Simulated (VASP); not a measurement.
# GaP (I-4m2) in VASP: notebook

GaP is run at these levels: PBE; tasks: single point.

Everything below comes from runs of VASP 6.6.1. Logs are shortened: lines on timing, memory, paths and dates and some standing lists are left out, and cuts for length are marked.

## 1. The cell of the first run

It takes space group I-4m2 (No. 119, tetragonal). Conventional cell: a = 4.032 Å, b = 4.032 Å, c = 5.405 Å, α = 90.00°, β = 90.00°, γ = 90.00°. Within 3.2 Å of Ga (site symmetry -4m2) lie 4 P at 2.43 Å. P (site symmetry -4m2) has 4 Ga at 2.43 Å within 3.2 Å.

## 2. Single point, PBE (21.97 Å³/atom)

Contents of INCAR:

```
ALGO     = Normal         # electronic algorithm
EDIFF    = 1E-6           # SCF threshold, eV
ENCUT    = 520            # plane-wave cutoff, eV
GGA      = PE             # functional
ISIF     = 2              # what is computed and relaxed
ISMEAR   = 0              # smearing method
LASPH    = T              # aspherical terms in the spheres
LCHARG   = F              # write CHGCAR
LREAL    = F              # projectors in reciprocal space
LWAVE    = F              # write WAVECAR
NBANDS   = 16             # bands
NELM     = 80             # most SCF steps
PREC     = Accurate       # precision mode
SIGMA    = 0.05           # smearing width, eV
```

Contents of KPOINTS:

```
k-points
0
Gamma
  10 10 10
```

Contents of POSCAR:

```
GaP
1.0
    0.0000000000      2.7026873458      2.8509360187
    2.8509360187      0.0000000000      2.8509360187
    2.8509360187      2.7026873458      0.0000000000
Ga P
1 1
Direct
    0.0000000000      0.0000000000      0.0000000000
    0.7500000000      0.7500000000      0.7500000000
```

Potentials or basis: VASP PAW PBE potentials, release 64 (Ga_d, P).

Started as:

```sh
$ cat potpaw_PBE.64/Ga_d/POTCAR potpaw_PBE.64/P/POTCAR > POTCAR
$ mpirun -np 1 vasp_std > vasp.out
```

OUTCAR:

```text
EDIFF = 1E-6
   ENCUT = 520
   GGA = PE
   ISIF = 2
   ISMEAR = 0
   LASPH = T
   LREAL = F
   NELM = 80
   PREC = Accurate

 ion  position               nearest neighbor table
   1  0.000  0.000  0.000-   2 2.43   2 2.43   2 2.43   2 2.43
   2  0.750  0.750  0.750-   1 2.43   1 2.43   1 2.43   1 2.43

  LATTYP: Found a body centered tetragonal cell.
 ALAT       =     4.0318323831
 C/A-ratio  =     1.3406744572

  Lattice vectors:

 A1 = (   0.0000000000,  -2.7026873458,   2.8509360187)
 A2 = (   0.0000000000,  -2.7026873458,  -2.8509360187)
 A3 = (   2.8509360187,   2.7026873458,   0.0000000000)

Analysis of symmetry for initial positions (statically):
=====================================================================
 Subroutine PRICEL returns:
 Original cell was already a primitive cell.

 Routine SETGRP: Setting up the symmetry group for a
 body centered tetragonal supercell.

 Subroutine GETGRP returns: Found  8 space group operations
 (whereof  8 operations were pure point group operations)
 out of a pool of 16 trial point group operations.

The static configuration has the point symmetry D_2d.

Analysis of symmetry for dynamics (positions and initial velocities):
=====================================================================
 Subroutine PRICEL returns:
 Original cell was already a primitive cell.

 Routine SETGRP: Setting up the symmetry group for a
 body centered tetragonal supercell.

 Subroutine GETGRP returns: Found  8 space group operations
 (whereof  8 operations were pure point group operations)
 out of a pool of 16 trial point group operations.

The dynamic configuration has the point symmetry D_2d.

 Subroutine INISYM returns: Found  8 space group operations
 (whereof  8 operations are pure point group operations),
 and found     1 'primitive' translations

----------------------------------------------------------------------------------------

                                     Primitive cell

  volume of cell :      43.9340

  direct lattice vectors                    reciprocal lattice vectors
     0.000000000  2.702687346  2.850936019    -0.175380997  0.185001051  0.175380997
     2.850936019  0.000000000  2.850936019     0.175380997 -0.185001051  0.175380997
     2.850936019  2.702687346  0.000000000     0.175380997  0.185001051 -0.175380997

  length of vectors
     3.928403629  4.031832383  3.928403629     0.309422651  0.309422651  0.309422651

  position of ions in fractional coordinates (direct lattice)
     0.000000000  0.000000000  0.000000000
     0.750000000  0.750000000  0.750000000

  ion indices of the primitive-cell ions
   primitive index   ion index
                 1           1
                 2           2

----------------------------------------------------------------------------------------

 KPOINTS: k-points

Automatic generation of k-mesh.
 Grid dimensions read from file:
 generate k-points for:   10   10   10

 Generating k-lattice:

  Cartesian coordinates                     Fractional coordinates (reciprocal lattice)
    -0.017538100  0.018500105  0.017538100     0.100000000  0.000000000 -0.000000000
     0.017538100 -0.018500105  0.017538100     0.000000000  0.100000000  0.000000000
     0.017538100  0.018500105 -0.017538100    -0.000000000  0.000000000  0.100000000

  Length of vectors
     0.030942265  0.030942265  0.030942265

  Shift w.r.t. Gamma in fractional coordinates (k-lattice)
     0.000000000  0.000000000  0.000000000

 Subroutine IBZKPT returns following result:
 ===========================================

 Found    102 irreducible k-points:

 Following reciprocal coordinates:
            Coordinates               Weight
  0.000000  0.000000  0.000000      1.000000
  0.100000  0.000000  0.000000      8.000000
  0.200000  0.000000  0.000000      8.000000
  0.300000  0.000000  0.000000      8.000000
  0.400000  0.000000  0.000000      8.000000
  0.500000  0.000000  0.000000      4.000000
[... 16 lines left out ...]
  0.300000  0.300000  0.000000      4.000000
  0.400000  0.300000  0.000000     16.000000
 [... further k-points ...]
   k-points           NKPTS =    102   k-points in BZ     NKDIM =    102   number of bands    NBANDS=     16
   number of dos      NEDOS =    301   number of ions     NIONS =      2
   total plane-waves  NPLWV =  27000
   dimension x,y,z NGX =    30 NGY =   30 NGZ =   30
   dimension x,y,z NGXF=    60 NGYF=   60 NGZF=   60
   ions per type =               1   1
   NGX,Y,Z   is equivalent  to a cutoff of  12.70, 12.37, 12.70 a.u.
   NGXF,Y,Z  is equivalent  to a cutoff of  25.39, 24.74, 25.39 a.u.
 SYSTEM =  unknown system
   PREC   = accura    normal or accurate (medium, high low for compatibility)
   ISTART =      0    job   : 0-new  1-cont  2-samecut
   ICHARG =      2    charge: 1-file 2-atom 10-const
   ISPIN  =      1    spin polarized calculation?
   LNONCOLLINEAR =      F non collinear calculations
   LSORBIT =      F    spin-orbit coupling
   LASPH  =      T    aspherical Exc in radial PAW
   ENCUT  =  520.0 eV  38.22 Ry    6.18 a.u.   7.30  7.50  7.30*2*pi/ulx,y,z
   NELM   =     80;   NELMIN=  2; NELMDL= -5     # of ELM steps
   EDIFF  = 0.1E-05   stopping-criterion for ELM
   LREAL  =      F    real-space projection
   EDIFFG = 0.1E-04   stopping-criterion for IOM
   NSW    =      0    number of steps for IOM
   IBRION =     -1    ionic relax: 0-MD 1-quasi-New 2-CG
   NFREE  =      0    steps in history (QN), initial steepest desc. (CG)
   ISIF   =      2    stress and relaxation
   ISYM   =      2    0-nonsym 1-usesym 2-fastsym
   POTIM  = 0.5000    time-step for ionic-motion
   TEBEG  =    0.0;   TEEND  =   0.0 temperature during run
   PSTRESS=    0.0 pullay stress
   NELECT =      18.0000    total number of electrons
   NUPDOWN=      -1.0000    fix difference up-down
   EMIN   =  10.00;   EMAX   =-10.00  energy-range for DOS
   EFERMI =   0.00;   METHOD = LEGACY
   ISMEAR =     0;   SIGMA  =   0.05  broadening in eV -4-tet -1-fermi 0-gaus
   EFERMI_NEDOS =   21; number of points for ismear=-14 and -15
   IALGO  =     38    algorithm
   IMIX   =      4    mixing-type and parameters
     AMIX     =   0.40;   BMIX     =  1.00
     AMIX_MAG =   1.60;   BMIX_MAG =  1.00
  volume/ion in A,a.u.               =      21.97       148.24
  Fermi-wavevector in a.u.,A,eV,Ry     =   1.215902  2.297723 20.115110  1.478419
  Thomas-Fermi vector in A             =   2.351274
   LORBIT       =      0    0 simple, 1 ext, 2 COOP (PROOUT), +10 PAW based schemes
   GGA     = PE    functional components
   LHFCALC =     F    Hartree Fock is set to
   AEXX    =    0.0000 exact exchange contribution
   IVDW    =     0    specifies the selected vdW correction
   LEPSILON=     F    determine dielectric tensor
   LRPA    =     F    only Hartree local field effects (RPA)
 non-spin polarized calculation
 Gauss-broadening in eV      SIGMA  =   0.05
  energy-cutoff  :      520.00
  volume of cell :       43.93
 maximum number of plane-waves:      1202
 NGX is ok and might be reduce to    30
   NGX = 15   NGY = 15   NGZ = 15

 number of electron      18.0000006 magnetization

 Free energy of the ion-electron system (eV)
  ---------------------------------------------------
  ext. energy  EPLUGINS =         0.00000000
  ---------------------------------------------------
  free energy    TOTEN  =        -9.08495880 eV

  energy without entropy =       -9.08495880  energy(sigma->0) =       -9.08495880

 E-fermi :   4.2344     XC(G=0):  -9.4689

 val. band max:        4.0237127677   @ k =   0.0000   0.0000   0.0000
 cond. band min:       4.9935577038   @ k =   0.0000   0.0000   0.0000
 fundamental gap:      0.9698449361
 Fermi energy:         4.2343979151

 k-point     1 :       0.0000    0.0000    0.0000
  band No.  band energies     occupation
      1     -10.5901      2.00000
      2     -10.5901      2.00000
      3     -10.5748      2.00000
      4     -10.5147      2.00000
      5     -10.5031      2.00000
      6      -8.0484      2.00000
[... 8 lines left out ...]
     15      13.0777      0.00000
     16      13.9190      0.00000

 k-point     2 :       0.1000    0.0000    0.0000
  band No.  band energies     occupation
      1     -10.5938      2.00000
      2     -10.5877      2.00000
      3     -10.5749      2.00000
      4     -10.5150      2.00000
      5     -10.5029      2.00000
      6      -7.9318      2.00000
[... 8 lines left out ...]
     15      12.8664      0.00000
     16      13.4321      0.00000

 k-point     3 :       0.2000    0.0000    0.0000
  band No.  band energies     occupation
      1     -10.6069      2.00000
      2     -10.5819      2.00000
      3     -10.5714      2.00000
      4     -10.5151      2.00000
      5     -10.5017      2.00000
      6      -7.5940      2.00000
[... 8 lines left out ...]
     15      12.8096      0.00000
     16      13.7904      0.00000

 k-point     4 :       0.3000    0.0000    0.0000
  band No.  band energies     occupation
      1     -10.6240      2.00000
      2     -10.5758      2.00000
      3     -10.5664      2.00000
      4     -10.5142      2.00000
      5     -10.4992      2.00000
      6      -7.0808      2.00000
[... 8 lines left out ...]
     15      13.0406      0.00000
     16      13.6001      0.00000
[... 324 lines left out ...]
 k-point    22 :      -0.2000    0.2000   -0.0000
  band No.  band energies     occupation
      1     -10.6286      2.00000
      2     -10.5696      2.00000
      3     -10.5647      2.00000
      4     -10.5180      2.00000
      5     -10.4985      2.00000
      6      -6.8904      2.00000
[... 8 lines left out ...]
     15      14.8521      0.00000
     16      15.4301      0.00000

 k-point    23 :       0.3000    0.3000    0.0000
  band No.  band energies     occupation
      1     -10.6487      2.00000
      2     -10.5554      2.00000
      3     -10.5481      2.00000
      4     -10.5219      2.00000
      5     -10.4998      2.00000
      6      -6.7773      2.00000
[... 8 lines left out ...]
     15      14.8740      0.00000
     16      16.9242      0.00000

 k-point    24 :       0.4000    0.3000    0.0000
  band No.  band energies     occupation
      1     -10.6574      2.00000
      2     -10.5498      2.00000
      3     -10.5442      2.00000
      4     -10.5234      2.00000
      5     -10.4984      2.00000
      6      -6.3277      2.00000
[... 8 lines left out ...]
     15      15.3681      0.00000
     16      16.9437      0.00000

 [... further k-points ...]

------------------------ aborting loop because EDIFF is reached ----------------------------------------

  FORCE on cell =-STRESS in cart. coord.  units (eV):
  Direction    XX          YY          ZZ          XY          YZ          ZX
  --------------------------------------------------------------------------------------
  -------------------------------------------------------------------------------------
  Total       -1.3025900     -0.3469439     -1.3025900      0.0000000      0.0000000      0.0000000
  in kB      -47.5026220    -12.6522886    -47.5026220      0.0000000      0.0000000      0.0000000
  external PRESSURE =     -35.8858442 kB  Pullay stress =       0.0000000 kB

 VOLUME and BASIS-vectors are now :
 -----------------------------------------------------------------------------
  energy-cutoff  :      520.00
  volume of cell :       43.93
      direct lattice vectors                 reciprocal lattice vectors
     0.000000000  2.702687346  2.850936019    -0.175380997  0.185001051  0.175380997
     2.850936019  0.000000000  2.850936019     0.175380997 -0.185001051  0.175380997
     2.850936019  2.702687346  0.000000000     0.175380997  0.185001051 -0.175380997

 POSITION                                       TOTAL-FORCE (eV/Angst)
 -----------------------------------------------------------------------------------
      0.00000      0.00000      0.00000        -0.000000      0.000000     -0.000000
      4.27640      4.05403      4.27640         0.000000      0.000000      0.000000
 -----------------------------------------------------------------------------------
    total drift:                               -0.000002     -0.000001     -0.000002

  FREE ENERGIE OF THE ION-ELECTRON SYSTEM (eV)
  ---------------------------------------------------
  free  energy   TOTEN  =        -9.0849587981 eV

  energy  without entropy=       -9.0849587981  energy(sigma->0) =       -9.08495880
```

It took 72 s on 1 thread of Intel Xeon Platinum 8259CL at 2.50GHz (Skylake/Cascade Lake), shared host; peak memory 0.21 GiB.

What came out:

* Free energy: -9.0850 eV
* Pressure: -3.6 GPa
* Band gap on the k mesh: 0.97 eV

Stress tensor (GPa, compression positive):
```
-4.75  0.00  0.00
 0.00 -1.27  0.00
 0.00  0.00 -4.75
```

Caveat: the cell stands under tension.

## 3. Single point, PBE (22.52 Å³/atom)

This run uses another cell than the first one, of 22.52 Å³/atom.

Contents of INCAR:

```
SYSTEM = GaP
ALGO     = Normal         ! electronic algorithm
EDIFF    = 1E-6           ! SCF threshold, eV
ENCUT    = 520            ! plane-wave cutoff, eV
GGA      = PE             ! functional
ISIF     = 2              ! what is computed and relaxed
ISMEAR   = 0              ! smearing method
LASPH    = .True.         ! aspherical terms in the spheres
LCHARG   = .True.         ! write CHGCAR
LELF     = .True.         ! ELF
LREAL    = .False.        ! projectors in reciprocal space
LVHAR    = .True.       
LWAVE    = .False.        ! write WAVECAR
NBANDS   = 16             ! bands
NELM     = 100            ! most SCF steps
PREC     = Accurate       ! precision mode
SIGMA    = 0.05           ! smearing width, eV
```

Contents of KPOINTS:

```
k-points
0
Gamma
  10 10 10
  0 0 0
```

Contents of POSCAR:

```
GaP
1.0
    0.0000000000      2.9791659072      2.7495762872
    2.7495762872      0.0000000000      2.7495762872
    2.7495762872      2.9791659072      0.0000000000
Ga P
1 1
Direct
    0.0000000000      0.0000000000      0.0000000000
    0.7500000000      0.7500000000      0.7500000000
```

Potentials or basis: VASP PAW PBE potentials, release 64 (Ga_d, P).

Started as:

```sh
$ cat potpaw_PBE.64/Ga_d/POTCAR potpaw_PBE.64/P/POTCAR > POTCAR
$ mpirun -np 1 vasp_std > vasp.out
```

Wall time 58 s (1 thread of Intel Xeon Platinum 8259CL at 2.50GHz (Skylake/Cascade Lake), shared host); peak memory 0.22 GiB.

It converged, with:

- Free energy: -9.0273 eV
- Pressure: -5.0 GPa
- Band gap on the k mesh: 0.75 eV

Stress tensor (GPa, compression positive):
```
-2.88  0.00  0.00
 0.00 -9.23  0.00
 0.00  0.00 -2.88
```

Levels at points of the mesh, in eV from the valence-band top:
```csv
k point,band 5,band 6,band 7,band 8,band 9,band 10,band 11,band 12,band 13,band 14
"(0.00, 0.00, 0.00)",-14.49,-11.88,-0.47,0.00,0.00,0.75,3.72,3.72,3.91,8.14
"(0.50, 0.00, 0.00)",-14.48,-10.14,-6.21,-1.43,-0.81,1.09,4.45,4.85,7.91,9.90
"(0.50, 0.50, 0.00)",-14.48,-9.29,-6.27,-2.65,-2.61,1.50,1.55,9.28,9.39,10.18
"(0.50, 0.00, 0.50)",-14.50,-9.59,-6.73,-2.13,-2.13,2.06,2.22,9.62,9.62,9.63
```

Caveat: the cell stands under tension. A k mesh can miss the band edges.

(Continued in part 2 of 2.)
